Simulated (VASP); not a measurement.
GaO3:

```
Ga O
1.0
    -2.38390    2.38390    2.38390
     2.38390   -2.38390    2.38390
     2.38390    2.38390   -2.38390
Ga O
1 3
Direct
  0.00000 0.00000 0.00000
  0.00000 0.50000 0.50000
  0.50000 0.00000 0.50000
  0.50000 0.50000 0.00000
```

The cell was generated, and may not be a known phase.

| Property | Result |
| --- | --- |
| Program | VASP 6.6.1 |
| Task | relaxation of cell and atoms |
| Functional | PBE |
| Potentials or basis | VASP PAW PBE potentials, release 64 (Ga_d, O) |
| Cutoff | 600 eV |
| k mesh | 6 × 6 × 6 |
| Occupations | gaussian, width 0.1 eV |
| Spin | no spin polarisation |

At the start: pressure -27.6 GPa; volume 13.55 Å³/atom.

Task: How do energy, volume and symmetry change on relaxing?

Result: Over 3 steps the energy falls by 602.3 meV/atom and the volume is 8.97 Å³/atom (-33.8 %); space group Im-3m (No. 229, to 0.1 Å) before and after.

The path:
| step | energy change (eV) | largest force (eV/Å) | pressure (GPa) | volume (Å³) |
| --- | --- | --- | --- | --- |
| 1 | 0.0000 | 0.0000 | -27.56 | 54.19 |
| 2 | -2.3471 | 0.0000 | -9.25 | 37.89 |
| 3 | -2.4093 | 0.0000 | -0.18 | 35.88 |

Final structure:
```
Ga O
1.0
    -2.07785    2.07785    2.07785
     2.07785   -2.07785    2.07785
     2.07785    2.07785   -2.07785
Ga O
1 3
Direct
  0.00000 0.00000 0.00000
  0.00000 0.50000 0.50000
  0.50000 0.00000 0.50000
  0.50000 0.50000 0.00000
```

Caveat: the volume moved by over 15 % at a fixed basis, so the end points are rough; an odd number of electrons without spin polarisation forces a metal; a magnetic or distorted state may lie lower.
